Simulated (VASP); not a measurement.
# Ta2Si (I4/mcm) in VASP: notebook

Runs on Ta2Si. Level: PBEsol. Tasks: single point.

Program: VASP 6.6.1. These are calculated values, not measurements. Logs are shortened: lines on timing, memory, paths and dates and some standing lists are left out, and cuts for length are marked.

## (1) The cell of the first run

Symmetry: I4/mcm, No. 140, tetragonal system. The conventional cell has a = 6.137 Å, b = 6.137 Å, c = 5.241 Å, α = 90.00°, β = 90.00°, γ = 90.00°. Ta (site symmetry m2m) has 4 Si at 2.64 Å and 11 Ta at 2.83 to 3.30 Å within 3.5 Å. Si (site symmetry 422) has 2 Si at 2.62 Å and 8 Ta at 2.64 Å within 3.5 Å.

## (2) Single point, PBEsol (strain +0.000 along x and y, +0.040 along z)

Contents of INCAR:

```
ALGO = Fast ; EDIFF = 1E-6
ENCUT = 520 ; GGA = PS
ISIF = 2 ; ISMEAR = 0
LASPH = T ; LCHARG = T
LELF = T ; LREAL = F
LVHAR = T ; LWAVE = F
NBANDS = 35 ; NELM = 100
PREC = Accurate ; SIGMA = 0.15
```

Contents of KPOINTS:

```
k-points
0
Gamma
  12 12 12
```

Contents of POSCAR:

```
Ta2Si
1.0
   -3.0683767195      3.0683767195      2.6206953359
    3.0683767195     -3.0683767195      2.6206953359
    3.0683767195      3.0683767195     -2.6206953359
Ta Si
4 2
Direct
    0.6630661939      0.8369338061      0.5000000000
    0.8369338061      0.3369338061      0.1738676123
    0.3369338061      0.1630661939      0.5000000000
    0.1630661939      0.6630661939      0.8261323878
    0.2500000000      0.2500000000      0.0000000000
    0.7500000000      0.7500000000      0.0000000000
```

Potentials or basis: VASP PAW PBE potentials, release 64 (Ta_pv, Si).

On the command line:

```bash
cat potpaw_PBE.64/Ta_pv/POTCAR potpaw_PBE.64/Si/POTCAR > POTCAR
mpirun -np 1 vasp_std > vasp.out
```

OUTCAR:

```text
EDIFF = 1E-6
   ENCUT = 520
   GGA = PS
   ISIF = 2
   ISMEAR = 0
   LASPH = T
   LREAL = F
   NELM = 100
   PREC = Accurate

 ion  position               nearest neighbor table
   1  0.663  0.837  0.500-   5 2.64   6 2.64   6 2.64   5 2.64   3 2.83   3 3.02   3 3.02   2 3.25
                             4 3.25   4 3.25   2 3.25   2 3.30   4 3.30   4 3.30   2 3.30
   2  0.837  0.337  0.174-   6 2.64   5 2.64   5 2.64   6 2.64   4 2.83   4 3.02   4 3.02   1 3.25
                             3 3.25   3 3.25   1 3.25   3 3.30   1 3.30   3 3.30   1 3.30
   3  0.337  0.163  0.500-   6 2.64   5 2.64   5 2.64   6 2.64   1 2.83   1 3.02   1 3.02   2 3.25
                             4 3.25   4 3.25   2 3.25   2 3.30   4 3.30   4 3.30   2 3.30
   4  0.163  0.663  0.826-   6 2.64   5 2.64   5 2.64   6 2.64   2 2.83   2 3.02   2 3.02   1 3.25
                             3 3.25   3 3.25   1 3.25   3 3.30   1 3.30   1 3.30   3 3.30
   5  0.250  0.250  0.000-   6 2.62   6 2.62   2 2.64   4 2.64   1 2.64   3 2.64   4 2.64   1 2.64
                             3 2.64   2 2.64
   6  0.750  0.750  0.000-   5 2.62   5 2.62   2 2.64   4 2.64   3 2.64   1 2.64   3 2.64   4 2.64
                             1 2.64   2 2.64

  LATTYP: Found a body centered tetragonal cell.
 ALAT       =     6.1367534390
 C/A-ratio  =     0.8540982987

  Lattice vectors:

 A1 = (  -3.0683767195,   3.0683767195,   2.6206953359)
 A2 = (   3.0683767195,  -3.0683767195,   2.6206953359)
 A3 = (   3.0683767195,   3.0683767195,  -2.6206953359)

Analysis of symmetry for initial positions (statically):
=====================================================================
 Subroutine PRICEL returns:
 Original cell was already a primitive cell.

 Routine SETGRP: Setting up the symmetry group for a
 body centered tetragonal supercell.

 Subroutine GETGRP returns: Found 16 space group operations
 (whereof  8 operations were pure point group operations)
 out of a pool of 16 trial point group operations.

The static configuration has the point symmetry C_4h.
 The point group associated with its full space group is D_4h.

Analysis of symmetry for dynamics (positions and initial velocities):
=====================================================================
 Subroutine PRICEL returns:
 Original cell was already a primitive cell.

 Routine SETGRP: Setting up the symmetry group for a
 body centered tetragonal supercell.

 Subroutine GETGRP returns: Found 16 space group operations
 (whereof  8 operations were pure point group operations)
 out of a pool of 16 trial point group operations.

The dynamic configuration has the point symmetry C_4h.
 The point group associated with its full space group is D_4h.

 Subroutine INISYM returns: Found 16 space group operations
 (whereof  8 operations are pure point group operations),
 and found     1 'primitive' translations

----------------------------------------------------------------------------------------

                                     Primitive cell

  volume of cell :      98.6947

  direct lattice vectors                    reciprocal lattice vectors
    -3.068376719  3.068376719  2.620695336     0.000000000  0.162952612  0.190789060
     3.068376719 -3.068376719  2.620695336     0.162952612  0.000000000  0.190789060
     3.068376719  3.068376719 -2.620695336     0.162952612  0.162952612  0.000000000

  length of vectors
     5.069311140  5.069311140  5.069311140     0.250906395  0.250906395  0.230449793

  position of ions in fractional coordinates (direct lattice)
     0.663066194  0.836933806  0.500000000
     0.836933806  0.336933806  0.173867612
     0.336933806  0.163066194  0.500000000
     0.163066194  0.663066194  0.826132388
     0.250000000  0.250000000  0.000000000
     0.750000000  0.750000000  0.000000000

  ion indices of the primitive-cell ions
   primitive index   ion index
                 1           1
                 2           2
                 3           3
                 4           4
                 5           5
                 6           6

----------------------------------------------------------------------------------------

 KPOINTS: k-points

Automatic generation of k-mesh.
 Grid dimensions read from file:
 generate k-points for:   12   12   12

 Generating k-lattice:

  Cartesian coordinates                     Fractional coordinates (reciprocal lattice)
     0.000000000  0.013579384  0.015899088     0.083333333  0.000000000 -0.000000000
     0.013579384  0.000000000  0.015899088     0.000000000  0.083333333 -0.000000000
     0.013579384  0.013579384  0.000000000     0.000000000  0.000000000  0.083333333

  Length of vectors
     0.020908866  0.020908866  0.019204149

  Shift w.r.t. Gamma in fractional coordinates (k-lattice)
     0.000000000  0.000000000  0.000000000

 Subroutine IBZKPT returns following result:
 ===========================================

 Found    163 irreducible k-points:

 Following reciprocal coordinates:
            Coordinates               Weight
  0.000000  0.000000  0.000000      1.000000
  0.083333  0.000000 -0.000000      8.000000
  0.166667  0.000000  0.000000      8.000000
  0.250000  0.000000 -0.000000      8.000000
  0.333333  0.000000 -0.000000      8.000000
  0.416667  0.000000 -0.000000      8.000000
[... 16 lines left out ...]
  0.500000  0.166667 -0.000000     16.000000
 -0.416667  0.166667  0.000000     16.000000
 [... further k-points ...]
   k-points           NKPTS =    163   k-points in BZ     NKDIM =    163   number of bands    NBANDS=     35
   number of dos      NEDOS =    301   number of ions     NIONS =      6
   total plane-waves  NPLWV =  64000
   dimension x,y,z NGX =    40 NGY =   40 NGZ =   40
   dimension x,y,z NGXF=    80 NGYF=   80 NGZF=   80
   ions per type =               4   2
   NGX,Y,Z   is equivalent  to a cutoff of  13.12, 13.12, 13.12 a.u.
   NGXF,Y,Z  is equivalent  to a cutoff of  26.24, 26.24, 26.24 a.u.
 SYSTEM =  unknown system
   PREC   = accura    normal or accurate (medium, high low for compatibility)
   ISTART =      0    job   : 0-new  1-cont  2-samecut
   ICHARG =      2    charge: 1-file 2-atom 10-const
   ISPIN  =      1    spin polarized calculation?
   LNONCOLLINEAR =      F non collinear calculations
   LSORBIT =      F    spin-orbit coupling
   LASPH  =      T    aspherical Exc in radial PAW
   ENCUT  =  520.0 eV  38.22 Ry    6.18 a.u.   9.43  9.43  9.43*2*pi/ulx,y,z
   NELM   =    100;   NELMIN=  2; NELMDL= -5     # of ELM steps
   EDIFF  = 0.1E-05   stopping-criterion for ELM
   LREAL  =      F    real-space projection
   EDIFFG = 0.1E-04   stopping-criterion for IOM
   NSW    =      0    number of steps for IOM
   IBRION =     -1    ionic relax: 0-MD 1-quasi-New 2-CG
   NFREE  =      0    steps in history (QN), initial steepest desc. (CG)
   ISIF   =      2    stress and relaxation
   ISYM   =      2    0-nonsym 1-usesym 2-fastsym
   POTIM  = 0.5000    time-step for ionic-motion
   TEBEG  =    0.0;   TEEND  =   0.0 temperature during run
   PSTRESS=    0.0 pullay stress
   NELECT =      52.0000    total number of electrons
   NUPDOWN=      -1.0000    fix difference up-down
   EMIN   =  10.00;   EMAX   =-10.00  energy-range for DOS
   EFERMI =   0.00;   METHOD = LEGACY
   ISMEAR =     0;   SIGMA  =   0.15  broadening in eV -4-tet -1-fermi 0-gaus
   EFERMI_NEDOS =   21; number of points for ismear=-14 and -15
   IALGO  =     68    algorithm
   IMIX   =      4    mixing-type and parameters
     AMIX     =   0.40;   BMIX     =  1.00
     AMIX_MAG =   1.60;   BMIX_MAG =  1.00
  volume/ion in A,a.u.               =      16.45       111.00
  Fermi-wavevector in a.u.,A,eV,Ry     =   1.322243  2.498677 23.787431  1.748327
  Thomas-Fermi vector in A             =   2.451938
   LORBIT       =      0    0 simple, 1 ext, 2 COOP (PROOUT), +10 PAW based schemes
   GGA     = PS    functional components
   LHFCALC =     F    Hartree Fock is set to
   AEXX    =    0.0000 exact exchange contribution
   IVDW    =     0    specifies the selected vdW correction
   LEPSILON=     F    determine dielectric tensor
   LRPA    =     F    only Hartree local field effects (RPA)
 non-spin polarized calculation
 RMM-DIIS sequential band-by-band and
 Gauss-broadening in eV      SIGMA  =   0.15
  energy-cutoff  :      520.00
  volume of cell :       98.69
 maximum number of plane-waves:      2693
 NGX is ok and might be reduce to    40
   NGX = 19   NGY = 19   NGZ = 19

 number of electron      51.9999992 magnetization

 Free energy of the ion-electron system (eV)
  ---------------------------------------------------
  ext. energy  EPLUGINS =         0.00000000
  ---------------------------------------------------
  free energy    TOTEN  =       -65.18615544 eV

  energy without entropy =      -65.15015947  energy(sigma->0) =      -65.16815746

 E-fermi :   7.1365     XC(G=0): -12.4054

 val. band max:        7.1338920104   @ k =  -0.0833   0.0833   0.0833
 cond. band min:       7.1386223279   @ k =  -0.4167   0.2500   0.0833
 fundamental gap:      0.0047303175
 Fermi energy:         7.1364816039

 k-point     1 :       0.0000    0.0000    0.0000
  band No.  band energies     occupation
      1     -27.3783      2.00000
      2     -27.3649      2.00000
      3     -27.3649      2.00000
      4     -27.3106      2.00000
      5     -27.3106      2.00000
      6     -27.3024      2.00000
[... 27 lines left out ...]
     34      10.9614      0.00000
     35      12.5992      0.00000

 k-point     2 :       0.0833    0.0000   -0.0000
  band No.  band energies     occupation
      1     -27.3955      2.00000
      2     -27.3793      2.00000
      3     -27.3619      2.00000
      4     -27.3034      2.00000
      5     -27.2968      2.00000
      6     -27.2950      2.00000
[... 27 lines left out ...]
     34      10.9329      0.00000
     35      12.5283      0.00000

 k-point     3 :       0.1667    0.0000    0.0000
  band No.  band energies     occupation
      1     -27.4193      2.00000
      2     -27.4048      2.00000
      3     -27.3667      2.00000
      4     -27.3016      2.00000
      5     -27.2676      2.00000
      6     -27.2650      2.00000
[... 27 lines left out ...]
     34      11.2669      0.00000
     35      12.0680      0.00000

 k-point     4 :       0.2500    0.0000   -0.0000
  band No.  band energies     occupation
      1     -27.4401      2.00000
      2     -27.4291      2.00000
      3     -27.3661      2.00000
      4     -27.2978      2.00000
      5     -27.2495      2.00000
      6     -27.2332      2.00000
[... 27 lines left out ...]
     34      11.2268      0.00000
     35      11.6803      0.00000

 k-point     5 :       0.3333    0.0000   -0.0000
  band No.  band energies     occupation
      1     -27.4557      2.00000
      2     -27.4485      2.00000
      3     -27.3514      2.00000
      4     -27.2891      2.00000
      5     -27.2561      2.00000
      6     -27.2006      2.00000
[... 638 lines left out ...]
 k-point    22 :       0.4167    0.1667   -0.0000
  band No.  band energies     occupation
      1     -27.4713      2.00000
      2     -27.4269      2.00000
      3     -27.3374      2.00000
      4     -27.2896      2.00000
      5     -27.2613      2.00000
      6     -27.2249      2.00000
[... 27 lines left out ...]
     34      10.5123      0.00000
     35      11.2271      0.00000

 k-point    23 :       0.5000    0.1667   -0.0000
  band No.  band energies     occupation
      1     -27.4626      2.00000
      2     -27.4253      2.00000
      3     -27.3462      2.00000
      4     -27.3013      2.00000
      5     -27.2478      2.00000
      6     -27.2222      2.00000
[... 27 lines left out ...]
     34      10.6507      0.00000
     35      10.8577      0.00000

 k-point    24 :      -0.4167    0.1667    0.0000
  band No.  band energies     occupation
      1     -27.4495      2.00000
      2     -27.4175      2.00000
      3     -27.3658      2.00000
      4     -27.2858      2.00000
      5     -27.2594      2.00000
      6     -27.2268      2.00000
[... 27 lines left out ...]
     34      10.7339      0.00000
     35      10.9690      0.00000

 [... further k-points ...]
[... 5 lines left out ...]
  --------------------------------------------------------------------------------------
  -------------------------------------------------------------------------------------
  Total       -3.5378047     -3.5378047     -7.1489301      0.0000000      0.0000000      0.0000000
  in kB      -57.4315525    -57.4315525   -116.0533672      0.0000000      0.0000000      0.0000000
  external PRESSURE =     -76.9721574 kB  Pullay stress =       0.0000000 kB

 VOLUME and BASIS-vectors are now :
 -----------------------------------------------------------------------------
  energy-cutoff  :      520.00
  volume of cell :       98.69
      direct lattice vectors                 reciprocal lattice vectors
    -3.068376719  3.068376719  2.620695336     0.000000000  0.162952612  0.190789060
     3.068376719 -3.068376719  2.620695336     0.162952612  0.000000000  0.190789060
     3.068376719  3.068376719 -2.620695336     0.162952612  0.162952612  0.000000000

 POSITION                                       TOTAL-FORCE (eV/Angst)
 -----------------------------------------------------------------------------------
      2.06768      1.00070      2.62070        -0.058678      0.058678      0.000000
     -1.00070      2.06768      2.62070        -0.058678     -0.058678      0.000000
      1.00070      2.06768      0.00000         0.058678     -0.058678      0.000000
      4.06907      1.00070      0.00000         0.058678      0.058678     -0.000000
      0.00000      0.00000      1.31035        -0.000000      0.000000      0.000000
      0.00000      0.00000      3.93104        -0.000000      0.000000      0.000000
 -----------------------------------------------------------------------------------
    total drift:                               -0.000000     -0.000000      0.000000

  FREE ENERGIE OF THE ION-ELECTRON SYSTEM (eV)
  ---------------------------------------------------
  free  energy   TOTEN  =       -65.1861554425 eV

  energy  without entropy=      -65.1501594701  energy(sigma->0) =      -65.16815746
```

It took 11 min on 1 thread of Oxide Virtual Turin-like, shared host; peak memory 0.52 GiB.

What came out:

* Free energy: -65.1862 eV
* Pressure: -7.7 GPa
* Largest force: 0.083 eV/Å
* Band gap on the k mesh: zero (band 26 reaches 7.46 eV, above the bottom of band 27 at 6.88 eV)

Forces on the atoms (eV/Å):
```
Ta  -0.059  0.059  0.000
Ta  -0.059 -0.059  0.000
Ta   0.059 -0.059  0.000
Ta   0.059  0.059  0.000
Si   0.000  0.000  0.000
Si   0.000  0.000  0.000
```

Stress tensor (GPa, compression positive):
```
 -5.74   0.00   0.00
  0.00  -5.74   0.00
  0.00   0.00 -11.61
```

Caveat: the cell differs from its parent crystal (strain +0.000 along x and y, +0.040 along z); the PAW data sets were made with another functional, which shifts forces and pressure a little; spin-orbit coupling is left out, which moves the levels of the heavy elements.

(Part 1 of 2 ends here.)
